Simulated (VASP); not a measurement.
# ZrO2 (Cubic zirconia) (Fm-3m) in VASP: notebook, part 3 of 3

VASP 6.6.1.

## (4) Single point, PBE

This run uses another cell than the first one, of 10.57 Å³/atom, 1.058 times its volume.

Input file INCAR:

```
SYSTEM = ZrO2
ALGO = Normal ; EDIFF = 1E-6
ENCUT = 600 ; GGA = PE
GGA_COMPAT = .False. ; ISIF = 2
ISMEAR = 0 ; LASPH = .True.
LCHARG = .False. ; LREAL = .False.
LWAVE = .False. ; NBANDS = 19
NELM = 120 ; PREC = Accurate
SIGMA = 0.01
```

Input file KPOINTS:

```
k-points
0
Gamma
  7 7 7
  0 0 0
```

Input file POSCAR:

```
ZrO2
1.0
    0.0000000000      2.5122633492      2.5122633492
    2.5122633492      0.0000000000      2.5122633492
    2.5122633492      2.5122633492      0.0000000000
Zr O
1 2
Direct
    0.0000000000      0.0000000000      0.0000000000
    0.2500000000      0.2500000000      0.2500000000
    0.7500000000      0.7500000000      0.7500000000
```

Potentials or basis: VASP PAW PBE potentials, release 64 (Zr_sv, O).

Launch:

```sh
$ cat potpaw_PBE.64/Zr_sv/POTCAR potpaw_PBE.64/O/POTCAR > POTCAR
$ mpirun -np 1 vasp_std > vasp.out
```

OUTCAR:

```text
SYSTEM = ZrO2
   EDIFF = 1E-6
   ENCUT = 600
   GGA = PE
   ISIF = 2
   ISMEAR = 0
   LASPH = .True.
   LREAL = .False.
   NELM = 120
   PREC = Accurate

 ion  position               nearest neighbor table
   1  0.000  0.000  0.000-   2 2.18   3 2.18   3 2.18   3 2.18   3 2.18   2 2.18   2 2.18   2 2.18

   2  0.250  0.250  0.250-   1 2.18   1 2.18   1 2.18   1 2.18
   3  0.750  0.750  0.750-   1 2.18   1 2.18   1 2.18   1 2.18

  LATTYP: Found a face centered cubic cell.
 ALAT       =     5.0245266984

  Lattice vectors:

 A1 = (   0.0000000000,   2.5122633492,   2.5122633492)
 A2 = (   2.5122633492,   0.0000000000,   2.5122633492)
 A3 = (   2.5122633492,   2.5122633492,   0.0000000000)

Analysis of symmetry for initial positions (statically):
=====================================================================
 Subroutine PRICEL returns:
 Original cell was already a primitive cell.

 Routine SETGRP: Setting up the symmetry group for a
 face centered cubic supercell.

 Subroutine GETGRP returns: Found 48 space group operations
 (whereof 48 operations were pure point group operations)
 out of a pool of 48 trial point group operations.

The static configuration has the point symmetry O_h .

Analysis of symmetry for dynamics (positions and initial velocities):
=====================================================================
 Subroutine PRICEL returns:
 Original cell was already a primitive cell.

 Routine SETGRP: Setting up the symmetry group for a
 face centered cubic supercell.

 Subroutine GETGRP returns: Found 48 space group operations
 (whereof 48 operations were pure point group operations)
 out of a pool of 48 trial point group operations.

The dynamic configuration has the point symmetry O_h .

 Subroutine INISYM returns: Found 48 space group operations
 (whereof 48 operations are pure point group operations),
 and found     1 'primitive' translations

----------------------------------------------------------------------------------------

                                     Primitive cell

  volume of cell :      31.7121

  direct lattice vectors                    reciprocal lattice vectors
     0.000000000  2.512263349  2.512263349    -0.199023721  0.199023721  0.199023721
     2.512263349  0.000000000  2.512263349     0.199023721 -0.199023721  0.199023721
     2.512263349  2.512263349  0.000000000     0.199023721  0.199023721 -0.199023721

  length of vectors
     3.552876901  3.552876901  3.552876901     0.344719197  0.344719197  0.344719197

  position of ions in fractional coordinates (direct lattice)
     0.000000000  0.000000000  0.000000000
     0.250000000  0.250000000  0.250000000
     0.750000000  0.750000000  0.750000000

  ion indices of the primitive-cell ions
   primitive index   ion index
                 1           1
                 2           2
                 3           3

----------------------------------------------------------------------------------------

 KPOINTS: k-points

Automatic generation of k-mesh.
 Grid dimensions read from file:
 generate k-points for:    7    7    7

 Generating k-lattice:

  Cartesian coordinates                     Fractional coordinates (reciprocal lattice)
    -0.028431960  0.028431960  0.028431960     0.142857143  0.000000000  0.000000000
     0.028431960 -0.028431960  0.028431960     0.000000000  0.142857143  0.000000000
     0.028431960  0.028431960 -0.028431960     0.000000000  0.000000000  0.142857143

  Length of vectors
     0.049245600  0.049245600  0.049245600

  Shift w.r.t. Gamma in fractional coordinates (k-lattice)
     0.000000000  0.000000000  0.000000000

 Subroutine IBZKPT returns following result:
 ===========================================

 Found     20 irreducible k-points:

 Following reciprocal coordinates:
            Coordinates               Weight
  0.000000  0.000000  0.000000      1.000000
  0.142857  0.000000  0.000000      8.000000
  0.285714  0.000000  0.000000      8.000000
  0.428571  0.000000  0.000000      8.000000
  0.142857  0.142857  0.000000      6.000000
  0.285714  0.142857  0.000000     24.000000
[... 12 lines left out ...]
 -0.428571  0.428571  0.142857     24.000000
 -0.285714  0.428571  0.142857     24.000000
   k-points           NKPTS =     20   k-points in BZ     NKDIM =     20   number of bands    NBANDS=     19
   number of dos      NEDOS =    301   number of ions     NIONS =      3
   total plane-waves  NPLWV =  21952
   dimension x,y,z NGX =    28 NGY =   28 NGZ =   28
   dimension x,y,z NGXF=    56 NGYF=   56 NGZF=   56
   ions per type =               1   2
   NGX,Y,Z   is equivalent  to a cutoff of  13.10, 13.10, 13.10 a.u.
   NGXF,Y,Z  is equivalent  to a cutoff of  26.20, 26.20, 26.20 a.u.
 SYSTEM =  ZrO2
   PREC   = accura    normal or accurate (medium, high low for compatibility)
   ISTART =      0    job   : 0-new  1-cont  2-samecut
   ICHARG =      2    charge: 1-file 2-atom 10-const
   ISPIN  =      1    spin polarized calculation?
   LNONCOLLINEAR =      F non collinear calculations
   LSORBIT =      F    spin-orbit coupling
   LASPH  =      T    aspherical Exc in radial PAW
   ENCUT  =  600.0 eV  44.10 Ry    6.64 a.u.   7.10  7.10  7.10*2*pi/ulx,y,z
   NELM   =    120;   NELMIN=  2; NELMDL= -5     # of ELM steps
   EDIFF  = 0.1E-05   stopping-criterion for ELM
   LREAL  =      F    real-space projection
   EDIFFG = 0.1E-04   stopping-criterion for IOM
   NSW    =      0    number of steps for IOM
   IBRION =     -1    ionic relax: 0-MD 1-quasi-New 2-CG
   NFREE  =      0    steps in history (QN), initial steepest desc. (CG)
   ISIF   =      2    stress and relaxation
   ISYM   =      2    0-nonsym 1-usesym 2-fastsym
   POTIM  = 0.5000    time-step for ionic-motion
   TEBEG  =    0.0;   TEEND  =   0.0 temperature during run
   PSTRESS=    0.0 pullay stress
   NELECT =      24.0000    total number of electrons
   NUPDOWN=      -1.0000    fix difference up-down
   EMIN   =  10.00;   EMAX   =-10.00  energy-range for DOS
   EFERMI =   0.00;   METHOD = LEGACY
   ISMEAR =     0;   SIGMA  =   0.01  broadening in eV -4-tet -1-fermi 0-gaus
   EFERMI_NEDOS =   21; number of points for ismear=-14 and -15
   IALGO  =     38    algorithm
   IMIX   =      4    mixing-type and parameters
     AMIX     =   0.40;   BMIX     =  1.00
     AMIX_MAG =   1.60;   BMIX_MAG =  1.00
  volume/ion in A,a.u.               =      10.57        71.33
  Fermi-wavevector in a.u.,A,eV,Ry     =   1.491890  2.819263 30.282966  2.225735
  Thomas-Fermi vector in A             =   2.604487
   LORBIT       =      0    0 simple, 1 ext, 2 COOP (PROOUT), +10 PAW based schemes
   GGA     = PE    functional components
   LHFCALC =     F    Hartree Fock is set to
   AEXX    =    0.0000 exact exchange contribution
   IVDW    =     0    specifies the selected vdW correction
   LEPSILON=     F    determine dielectric tensor
   LRPA    =     F    only Hartree local field effects (RPA)
 non-spin polarized calculation
 Gauss-broadening in eV      SIGMA  =   0.01
  energy-cutoff  :      600.00
  volume of cell :       31.71
 maximum number of plane-waves:      1067
   NGX = 15   NGY = 15   NGZ = 15

 number of electron      23.9999996 magnetization

 Free energy of the ion-electron system (eV)
  ---------------------------------------------------
  ext. energy  EPLUGINS =         0.00000000
  ---------------------------------------------------
  free energy    TOTEN  =       -28.49186986 eV

  energy without entropy =      -28.49186986  energy(sigma->0) =      -28.49186986

 E-fermi :   7.7061     XC(G=0): -11.9930

 val. band max:        7.5754986570   @ k =  -0.4286   0.4286   0.0000
 cond. band min:      11.1282017875   @ k =   0.0000   0.0000   0.0000
 fundamental gap:      3.5527031306
 Fermi energy:         7.7061290352

 k-point     1 :       0.0000    0.0000    0.0000
  band No.  band energies     occupation
      1     -40.2367      2.00000
      2     -18.0613      2.00000
      3     -18.0613      2.00000
      4     -18.0613      2.00000
      5     -10.7151      2.00000
      6      -8.0151      2.00000
[... 11 lines left out ...]
     18      17.5141      0.00000
     19      22.3742      0.00000
[... 397 lines left out ...]
 k-point    20 :      -0.2857    0.4286    0.1429
  band No.  band energies     occupation
      1     -40.1614      2.00000
      2     -18.6707      2.00000
      3     -18.5686      2.00000
      4     -18.2481      2.00000
      5      -8.9576      2.00000
      6      -8.7252      2.00000
[... 11 lines left out ...]
     18      19.9925      0.00000
     19      23.6658      0.00000

------------------------ aborting loop because EDIFF is reached ----------------------------------------

  FORCE on cell =-STRESS in cart. coord.  units (eV):
  Direction    XX          YY          ZZ          XY          YZ          ZX
  --------------------------------------------------------------------------------------
  -------------------------------------------------------------------------------------
  Total        2.8547122      2.8547122      2.8547122      0.0000000      0.0000000     -0.0000000
  in kB      144.2272865    144.2272865    144.2272865      0.0000000      0.0000000     -0.0000000
  external PRESSURE =     144.2272865 kB  Pullay stress =       0.0000000 kB

 VOLUME and BASIS-vectors are now :
 -----------------------------------------------------------------------------
  energy-cutoff  :      600.00
  volume of cell :       31.71
      direct lattice vectors                 reciprocal lattice vectors
     0.000000000  2.512263349  2.512263349    -0.199023721  0.199023721  0.199023721
     2.512263349  0.000000000  2.512263349     0.199023721 -0.199023721  0.199023721
     2.512263349  2.512263349  0.000000000     0.199023721  0.199023721 -0.199023721

 POSITION                                       TOTAL-FORCE (eV/Angst)
 -----------------------------------------------------------------------------------
      0.00000      0.00000      0.00000        -0.000000     -0.000000     -0.000000
      1.25613      1.25613      1.25613         0.000000      0.000000      0.000000
      3.76840      3.76840      3.76840        -0.000000     -0.000000     -0.000000
 -----------------------------------------------------------------------------------
    total drift:                                0.000000      0.000000      0.000000

  FREE ENERGIE OF THE ION-ELECTRON SYSTEM (eV)
  ---------------------------------------------------
  free  energy   TOTEN  =       -28.4918698615 eV

  energy  without entropy=      -28.4918698615  energy(sigma->0) =      -28.49186986
```

It took 12 s on 1 thread of Intel Xeon Platinum 8488C (Sapphire Rapids), shared host; peak memory 0.16 GiB.

Results:

```yaml
Free_energy: -28.4919 eV
Pressure: 14.4 GPa
Band_gap_on_the_k_mesh: 3.55 eV, indirect (least direct gap 4.01 eV)
```

## (5) Single point, PBE

This run uses another cell than the first one, of 10.86 Å³/atom, 1.087 times its volume.

Input file INCAR:

```
PREC = Accurate
ENCUT = 600
EDIFF = 1E-6
ISMEAR = 0
SIGMA = 0.01
LREAL = F
LASPH = T
NELM = 120
ALGO = Normal
ISIF = 2
LWAVE = F
LCHARG = F
GGA = PE
NBANDS = 19
GGA_COMPAT = F
```

Input file KPOINTS:

```
regular mesh
0
Gamma
  7 7 7
```

Input file POSCAR:

```
ZrO2
1.0
    0.0000000000      2.5350000000      2.5350000000
    2.5350000000      0.0000000000      2.5350000000
    2.5350000000      2.5350000000      0.0000000000
Zr O
1 2
Direct
    0.0000000000      0.0000000000      0.0000000000
    0.2500000000      0.2500000000      0.2500000000
    0.7500000000      0.7500000000      0.7500000000
```

Launch:

```sh
$ cat potpaw_PBE.64/Zr_sv/POTCAR potpaw_PBE.64/O/POTCAR > POTCAR
$ mpirun -np 1 vasp_std > vasp.out
```

It took 21 s on 1 thread of Intel Xeon Platinum 8488C (Sapphire Rapids), shared host; peak memory 0.17 GiB.

The run converged. Its results:

```yaml
Free_energy: -28.5518 eV
Pressure: 6.9 GPa
Band_gap_on_the_k_mesh: 3.48 eV, indirect (least direct gap 3.92 eV)
```

Levels at points of the mesh, in eV from the valence-band top:
| k point | band 10 | band 11 | band 12 | band 13 | band 14 | band 15 |
| --- | --- | --- | --- | --- | --- | --- |
| (0.00, 0.00, 0.00) | -0.45 | -0.45 | -0.45 | 3.48 | 3.48 | 6.76 |

A k mesh can miss the band edges. Expect the measured gap to be larger: semilocal functionals such as PBE lack the derivative discontinuity.

## (6) Single point, PBE

This run uses another cell than the first one, of 11.15 Å³/atom, 1.116 times its volume.

Input file INCAR:

```
PREC = Accurate
ENCUT = 600
EDIFF = 1E-6
ISMEAR = 0
SIGMA = 0.01
LREAL = False
LASPH = True
NELM = 120
ALGO = Normal
ISIF = 2
LWAVE = False
LCHARG = False
GGA = PE
NBANDS = 19
GGA_COMPAT = False
```

Input file KPOINTS:

```
Automatic mesh
0
Gamma
  7 7 7
```

Input file POSCAR:

```
ZrO2
1.0
    0.0000000000      2.5573359526      2.5573359526
    2.5573359526      0.0000000000      2.5573359526
    2.5573359526      2.5573359526      0.0000000000
Zr O
1 2
Direct
    0.0000000000      0.0000000000      0.0000000000
    0.2500000000      0.2500000000      0.2500000000
    0.7500000000      0.7500000000      0.7500000000
```

Potentials or basis: VASP PAW PBE potentials, release 64 (Zr_sv, O).

Launch:

```sh
$ cat potpaw_PBE.64/Zr_sv/POTCAR potpaw_PBE.64/O/POTCAR > POTCAR
$ mpirun -np 1 vasp_std > vasp.out
```

Wall time 24 s (1 thread of Intel Xeon Platinum 8488C (Sapphire Rapids), shared host); peak memory 0.17 GiB.

It converged, with:

| Property | Result |
| --- | --- |
| Free energy | -28.5733 eV |
| Pressure | 0.2 GPa |
| Band gap on the k mesh | 3.40 eV, indirect (least direct gap 3.84 eV) |

Levels at points of the mesh, in eV from the valence-band top:
```tsv
k point	band 8	band 9	band 10	band 11	band 12	band 13	band 14	band 15	band 16	band 17
(0.00, 0.00, 0.00)	-5.06	-5.06	-0.44	-0.44	-0.44	3.40	3.40	6.56	9.28	9.28
```

A k mesh can miss the band edges.

## (7) The runs side by side

```tsv
cell	gap on the mesh (eV)	pressure (GPa)
a = 3.487 Å, angles 60.0°, 3 atoms	3.71	33.1
a = 3.520 Å, angles 60.0°, 3 atoms	3.63	23.1
a = 3.553 Å, angles 60.0°, 3 atoms	3.55	14.4
a = 3.585 Å, angles 60.0°, 3 atoms	3.48	6.9
a = 3.617 Å, angles 60.0°, 3 atoms	3.40	0.2
```

Alike in all rows: task single point; level PBE; potentials or basis VASP PAW PBE potentials, release 64 (Zr_sv, O); no spin polarisation; k mesh 7 × 7 × 7; cutoff (eV) 600; smearing gaussian 0.01 eV.

Absolute energies hang on the potentials; compare differences alone.
